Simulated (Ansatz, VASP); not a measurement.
## Two plane-wave programs on SrTiO3

```xyz
5
Lattice="3.8911 0.0000 0.0000 0.0000 3.8911 0.0000 0.0000 0.0000 3.8911" Properties=species:S:1:pos:R:3 pbc="T T T"
Sr    1.9456    1.9456    1.9456
Ti    0.0000    0.0000    0.0000
O     1.9456    0.0000    0.0000
O     0.0000    1.9456    0.0000
O     0.0000    0.0000    1.9456
```

Alike in both runs: task single point; functional r2SCAN; k mesh 8 × 8 × 8; occupations gaussian, width 0.02 eV; no spin polarisation.

|  | VASP | Ansatz |
| --- | --- | --- |
| version | VASP 6.6.1 | Ansatz 0.2.0 |
| potentials or method | VASP PAW PBE potentials, release 64 (Sr_sv, Ti_sv, O), cutoff 520 eV | scalar-relativistic, plane waves, PAW |
| valence electrons in the cell | 40 | 40 |

```tsv
	VASP	Ansatz	Ansatz less VASP
gap on the k mesh at the Fermi level (eV)	2.30	2.29	-0.011
least direct gap on the mesh (eV)	2.68	2.65	-0.029
pressure (GPa)	3.3	2.4	-0.95
```

VASP's potentials were made for PBE, not for r2SCAN.
